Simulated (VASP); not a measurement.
HfB2, 3 atoms in the cell. The typed cell holds 3 atoms: a = 3.140 Å, b = 3.154 Å, c = 3.480 Å, α = 90.21°, β = 90.57°, γ = 120.43°.  This cell differs from its parent crystal: equal xy, yz and zx shear strains of -1 %.

- Program: VASP 6.6.1
- Task: single point
- Functional: PBEsol
- Potentials or basis: VASP PAW PBE potentials, release 64 (Hf_pv, B)
- Cutoff: 520 eV
- k mesh: 15 × 15 × 12
- Occupations: fermi-dirac, width 0.03 eV
- Spin: no spin polarisation
- Dipole correction: no
- Further INCAR settings: ALGO = Normal; EDIFF = 1e-07; NBANDS = 15

Potentials or basis: VASP PAW PBE potentials, release 64 (Hf_pv, B).

Command:

```bash
$ cat potpaw_PBE.64/Hf_pv/POTCAR potpaw_PBE.64/B/POTCAR > POTCAR
$ mpirun -np 1 vasp_std > vasp.out
```

Hardware: 1 thread of Intel(R) Xeon(R) 6975P-C (Granite Rapids) (shared host).

How long does it take, and how much memory?

Wall time 2.5 min on 1 thread of Intel(R) Xeon(R) 6975P-C (Granite Rapids) (shared host), peak memory 0.65 GiB. Counts: scf iterations 13, k points 1351.
